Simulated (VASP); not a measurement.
A run of VASP 6.6.1:

The input INCAR:

```
SYSTEM = Dy3Be2Se
PREC = Accurate ; ENCUT = 600
EDIFF = 1E-6 ; ISMEAR = 0
SIGMA = 0.1 ; LREAL = .FALSE.
LASPH = .TRUE. ; NELM = 200
ALGO = Normal ; ISIF = 2
LWAVE = .FALSE. ; LCHARG = .TRUE.
GGA = PE ; LELF = .TRUE.
LVHAR = .TRUE. ; NBANDS = 28
GGA_COMPAT = .FALSE. ; LMAXMIX = 6
```

File KPOINTS:

```
Automatic mesh
0
G
  6 6 2
  0 0 0
```

POSCAR

```
Dy3Be2Se
1.0
    3.4798934610      0.0000000000      0.0000000000
    0.0000000000      3.4798934610      0.0000000000
    0.0000000000      0.0000000000     10.1735020114
Dy Be Se
3 2 1
Direct
    0.5000000000      0.5000000000      0.1781420507
    0.5000000000      0.5000000000      0.5000000000
    0.5000000000      0.5000000000      0.8218579493
    0.0000000000      0.0000000000      0.3518155073
    0.0000000000      0.0000000000      0.6481844927
    0.0000000000      0.0000000000      0.0000000000
```

Potentials or basis: VASP PAW PBE potentials, release 64 (Dy_3, Be, Se), 4f in core.

The run is started by

```bash
$ cat potpaw_PBE.64/Dy_3/POTCAR potpaw_PBE.64/Be/POTCAR potpaw_PBE.64/Se/POTCAR > POTCAR
$ mpirun -np 1 vasp_std > vasp.out
```

Hardware: 1 thread of AMD EPYC 9R45 96-Core Processor (Zen 5), with other jobs on the host.

Question: Estimate the wall time of this run.

Answer: It took 46 s on 1 thread of AMD EPYC 9R45 96-Core Processor (Zen 5), on a shared host, peak memory 0.25 GiB. Counts: scf iterations 14, k points 20.
